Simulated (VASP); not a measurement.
# As (P1) in VASP: single point with PBEsol+D3(BJ)

Aim: the single point of As with PBEsol+D3(BJ).

All numbers are computed with VASP 6.6.1; they aren't measurements. Logs are shortened: lines on timing, memory, paths and dates and some standing lists are left out, and cuts for length are marked.

### Step 1. The cell of the first run

The typed cell holds 4 atoms: a = 5.617 Å, b = 5.632 Å, c = 4.034 Å, α = 90.05°, β = 89.95°, γ = 141.07°.

### Step 2. Single point, PBEsol+D3(BJ)

INCAR

```
SYSTEM = As
ALGO = Normal ; EDIFF = 1E-6
ENCUT = 500 ; GGA = PS
GGA_COMPAT = .False. ; ISIF = 2
ISMEAR = 0 ; IVDW = 12
LASPH = .True. ; LCHARG = .False.
LREAL = .False. ; LWAVE = .False.
NBANDS = 18 ; NELM = 120
PREC = Accurate ; SIGMA = 0.1
```

KPOINTS

```
k-points
0
Gamma
  6 6 4
  0 0 0
```

POSCAR

```
As
1.0
    1.8948147354     -5.2871237219     -0.0466236593
    1.8534730899      5.3183809062      0.0375316503
    0.0103420597     -0.0357209959      4.0336687943
As
4
Direct
    0.1407285446      0.8846957057      0.0474339788
    0.6231878545      0.4013550425      0.4564732954
    0.9086209756      0.1103166984      0.9586503352
    0.3916349061      0.6281501394      0.5492678333
```

Potentials or basis: VASP PAW PBE potentials, release 64 (As).

Run with:

```
$ cat potpaw_PBE.64/As/POTCAR > POTCAR
$ mpirun -np 1 vasp_std > vasp.out
```

OUTCAR:

```text
SYSTEM = As
   EDIFF = 1E-6
   ENCUT = 500
   GGA = PS
   ISIF = 2
   ISMEAR = 0
   IVDW = 12
   LASPH = .True.
   LREAL = .False.
   NELM = 120
   PREC = Accurate
 IVDW          = 12

 ion  position               nearest neighbor table
   1  0.141  0.885  0.047-   3 2.45   2 2.50   2 2.50
   2  0.623  0.401  0.456-   4 2.46   1 2.50   1 2.50
   3  0.909  0.110  0.959-   1 2.45   4 2.50   4 2.51
   4  0.392  0.628  0.549-   2 2.46   3 2.50   3 2.51

  LATTYP: Found a triclinic cell.
 ALAT       =     7.7117989994
 B/A-ratio  =     0.4860641697
 C/A-ratio  =     0.5230738271
 COS(alpha) =     0.0000644371
 COS(beta)  =     0.0006868788
 COS(gamma) =     0.7260559549

  Lattice vectors:

 A1 = (   5.6431025607,  -5.2558665376,  -0.0557156683)
 A2 = (   3.7482878253,   0.0312571843,  -0.0090920090)
 A3 = (   0.0103420597,  -0.0357209959,   4.0336687943)

Analysis of symmetry for initial positions (statically):
=====================================================================
 Subroutine PRICEL returns:
 Original cell was already a primitive cell.

 Routine SETGRP: Setting up the symmetry group for a
 triclinic supercell.

 Subroutine GETGRP returns: Found  1 space group operations
 (whereof  1 operations were pure point group operations)
 out of a pool of  2 trial point group operations.

The static configuration has the point symmetry C_1 .

Analysis of symmetry for dynamics (positions and initial velocities):
=====================================================================
 Subroutine PRICEL returns:
 Original cell was already a primitive cell.

 Routine SETGRP: Setting up the symmetry group for a
 triclinic supercell.

 Subroutine GETGRP returns: Found  1 space group operations
 (whereof  1 operations were pure point group operations)
 out of a pool of  2 trial point group operations.

The dynamic configuration has the point symmetry C_1 .

 Subroutine INISYM returns: Found  1 space group operations
 (whereof  1 operations are pure point group operations),
 and found     1 'primitive' translations

----------------------------------------------------------------------------------------

                                     Primitive cell

  volume of cell :      80.1829

  direct lattice vectors                    reciprocal lattice vectors
     1.894814735 -5.287123722 -0.046623659     0.267562308 -0.093235669 -0.001511680
     1.853473090  5.318380906  0.037531650     0.265993939  0.095326249  0.000162191
[... 92 lines left out ...]
   NSW    =      0    number of steps for IOM
   IBRION =     -1    ionic relax: 0-MD 1-quasi-New 2-CG
   NFREE  =      0    steps in history (QN), initial steepest desc. (CG)
   ISIF   =      2    stress and relaxation
   ISYM   =      2    0-nonsym 1-usesym 2-fastsym
   POTIM  = 0.5000    time-step for ionic-motion
   TEBEG  =    0.0;   TEEND  =   0.0 temperature during run
   PSTRESS=    0.0 pullay stress
   NELECT =      20.0000    total number of electrons
   NUPDOWN=      -1.0000    fix difference up-down
   EMIN   =  10.00;   EMAX   =-10.00  energy-range for DOS
   EFERMI =   0.00;   METHOD = LEGACY
   ISMEAR =     0;   SIGMA  =   0.10  broadening in eV -4-tet -1-fermi 0-gaus
   EFERMI_NEDOS =   21; number of points for ismear=-14 and -15
   IALGO  =     38    algorithm
   IMIX   =      4    mixing-type and parameters
     AMIX     =   0.40;   BMIX     =  1.00
     AMIX_MAG =   1.60;   BMIX_MAG =  1.00
  volume/ion in A,a.u.               =      20.05       135.28
  Fermi-wavevector in a.u.,A,eV,Ry     =   1.030523  1.947405 14.449073  1.061977
  Thomas-Fermi vector in A             =   2.164625
   LORBIT       =      0    0 simple, 1 ext, 2 COOP (PROOUT), +10 PAW based schemes
   GGA     = PS    functional components
   LHFCALC =     F    Hartree Fock is set to
   AEXX    =    0.0000 exact exchange contribution
   IVDW    =    12    specifies the selected vdW correction
   LEPSILON=     F    determine dielectric tensor
   LRPA    =     F    only Hartree local field effects (RPA)
 non-spin polarized calculation
 Gauss-broadening in eV      SIGMA  =   0.10
  energy-cutoff  :      500.00
  volume of cell :       80.18
 maximum number of plane-waves:      2058
 NGX is ok and might be reduce to    42
   NGX = 21   NGY = 21   NGZ = 15

 number of electron      20.0000000 magnetization

 Free energy of the ion-electron system (eV)
  ---------------------------------------------------
  ext. energy  EPLUGINS =         0.00000000
  ---------------------------------------------------
  free energy    TOTEN  =       -20.24095754 eV

  energy without entropy =      -20.24092451  energy(sigma->0) =      -20.24094102

 E-fermi :   5.6504     XC(G=0): -10.4586

 val. band max:        5.4337506138   @ k =   0.3333  -0.3333   0.2500
 cond. band min:       5.8560241630   @ k =   0.5000   0.5000   0.0000
 fundamental gap:      0.4222735491
 Fermi energy:         5.6503760522

 k-point     1 :       0.0000    0.0000    0.0000
  band No.  band energies     occupation
      1      -9.5268      2.00000
      2      -6.1645      2.00000
      3      -3.1409      2.00000
      4      -1.1962      2.00000
      5       0.3377      2.00000
      6       1.2769      2.00000
[... 481 lines left out ...]
      5       0.5655      2.00000
      6       0.5724      2.00000
[... 10 lines left out ...]
     17      12.7361      0.00000
     18      12.9536      0.00000

 [... further k-points ...]

------------------------ aborting loop because EDIFF is reached ----------------------------------------

 Edisp (eV)   -1.57670

 E8    (eV) :    -1.0122

  FORCE on cell =-STRESS in cart. coord.  units (eV):
  Direction    XX          YY          ZZ          XY          YZ          ZX
  --------------------------------------------------------------------------------------
  -------------------------------------------------------------------------------------
  Total       0.26300     0.41909     0.14857    -0.02484    -0.02228     0.01821
  in kB       5.25520     8.37402     2.96874    -0.49640    -0.44514     0.36381
  external pressure =        5.53 kB  Pullay stress =        0.00 kB

 VOLUME and BASIS-vectors are now :
 -----------------------------------------------------------------------------
  energy-cutoff  :      500.00
  volume of cell :       80.18
      direct lattice vectors                 reciprocal lattice vectors
     1.894814735 -5.287123722 -0.046623659     0.267562308 -0.093235669 -0.001511680
     1.853473090  5.318380906  0.037531650     0.265993939  0.095326249  0.000162191
     0.010342060 -0.035720996  4.033668794     0.000617686 -0.001964648  0.247894283

 POSITION                                       TOTAL-FORCE (eV/Angst)
 -----------------------------------------------------------------------------------
      1.90690      3.95941      0.21798        -0.001155     -0.070900     -0.054562
      1.92945     -1.17662      1.82727         0.002618     -0.081770      0.069114
      1.93605     -4.25153      3.82866         0.009393      0.102317      0.035696
      1.91202      1.25050      2.22088        -0.010855      0.050354     -0.050247
 -----------------------------------------------------------------------------------
    total drift:                                0.000030      0.000034      0.000133

  FREE ENERGIE OF THE ION-ELECTRON SYSTEM (eV)
  ---------------------------------------------------
  free  energy   TOTEN  =       -21.8176556971 eV

  energy  without entropy=      -21.8176226637  energy(sigma->0) =      -21.81763918
```

stdout:

```text
POSCAR found type information on POSCAR As
 POSCAR found :  1 types and       4 ions
 scaLAPACK will be used
 -----------------------------------------------------------------------------
|                                                                             |
|                                                                             |
|     You enforced a specific xc type in the INCAR file but a different       |
|     I HOPE YOU KNOW WHAT YOU ARE DOING!                                     |
|                                                                             |
 -----------------------------------------------------------------------------

 LDA part: xc-table for (Slater+PW92), standard interpolation
 POSCAR, INCAR and KPOINTS ok, starting setup
 FFT: planning ... GRIDC
 FFT: planning ... GRID_SOFT
 FFT: planning ... GRID
 WAVECAR not read
 entering main loop
```

Run time: 2.5 min. Hardware: 1 thread of Intel Xeon 8259CL, shared host; peak memory 0.26 GiB.

Results:

| Property | Result |
| --- | --- |
| Free energy | -21.8177 eV |
| Pressure | 0.6 GPa |
| Largest force | 0.109 eV/Å |
| Dispersion energy per atom | -0.394 eV |

Forces in eV/Å, atoms in the order of the input:
```
As  -0.001 -0.071 -0.055
As   0.003 -0.082  0.069
As   0.009  0.102  0.036
As  -0.011  0.050 -0.050
```

Levels at points of the mesh, in eV from the Fermi level:
| k point | band 8 | band 9 | band 10 | band 11 | band 12 | band 13 |
| --- | --- | --- | --- | --- | --- | --- |
| (0.00, 0.00, 0.00) | -2.58 | -1.77 | -0.62 | 2.10 | 2.82 | 3.15 |
| (0.50, 0.00, 0.00) | -1.98 | -1.78 | -1.66 | 0.64 | 0.87 | 1.48 |
| (0.00, 0.50, 0.00) | -2.00 | -1.78 | -1.67 | 0.66 | 0.89 | 1.50 |
| (0.50, 0.50, 0.00) | -1.86 | -1.55 | -0.99 | 0.21 | 2.20 | 2.62 |
| (0.00, 0.00, 0.50) | -2.03 | -0.47 | -0.47 | 0.85 | 0.86 | 1.15 |
| (0.50, 0.00, 0.50) | -5.02 | -1.87 | -1.85 | 1.90 | 1.93 | 6.09 |
| (0.00, 0.50, 0.50) | -5.00 | -1.93 | -1.91 | 1.90 | 1.93 | 6.09 |
| (0.50, 0.50, 0.50) | -1.53 | -1.16 | -1.15 | 1.36 | 1.37 | 1.96 |

Caveat: the PAW data sets were made with another functional, which shifts forces and pressure a little.
